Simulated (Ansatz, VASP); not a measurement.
**One calculation of Ru, two programs**

```xyz
6
Lattice="-2.7200 0.0000 0.0000 -1.3600 -2.3556 0.0000 0.0000 0.0000 13.3903" Properties=species:S:1:pos:R:3 pbc="T T T"
Ru   -1.3600   -0.7852   11.8163
Ru   -1.3600   -0.7852    3.2228
Ru   -1.3600   -0.7852    7.5196
Ru   -2.7200   -1.5704    1.0744
Ru   -2.7200   -1.5704    5.3712
Ru   -2.7200   -1.5704    9.6679
```

Alike in both runs: task single point; functional PBE; k mesh 25 × 25 × 5; occupations gaussian, width 0.15 eV; no spin polarisation.

```csv
,VASP,Ansatz
version,VASP 6.6.1,Ansatz 0.2.0
potentials or method,"VASP PAW PBE potentials, release 64 (Ru_pv), cutoff 520 eV","scalar-relativistic, plane waves, PAW"
valence electrons in the cell,84,96
```

|  | VASP | Ansatz | Ansatz less VASP |
| --- | --- | --- | --- |
| gap on the k mesh at the Fermi level (eV) | none | none | - |
| pressure (GPa) | -6.7 | -6.6 | +0.09 |
| traceless stress, the component that is largest in VASP (GPa) | -6.40 | -6.44 | -0.034 |
| rms of the force components (eV/Å) | 0.343 | 0.342 | -0.0002 |

Atom by atom the forces differ by 0.001 eV/Å (rms over components). A gap of «none» marks a metal or a gap that the smearing closes. VASP's potentials hold 84 valence electrons a cell and Ansatz's 96, so a difference there can come from the potentials and not from the codes.
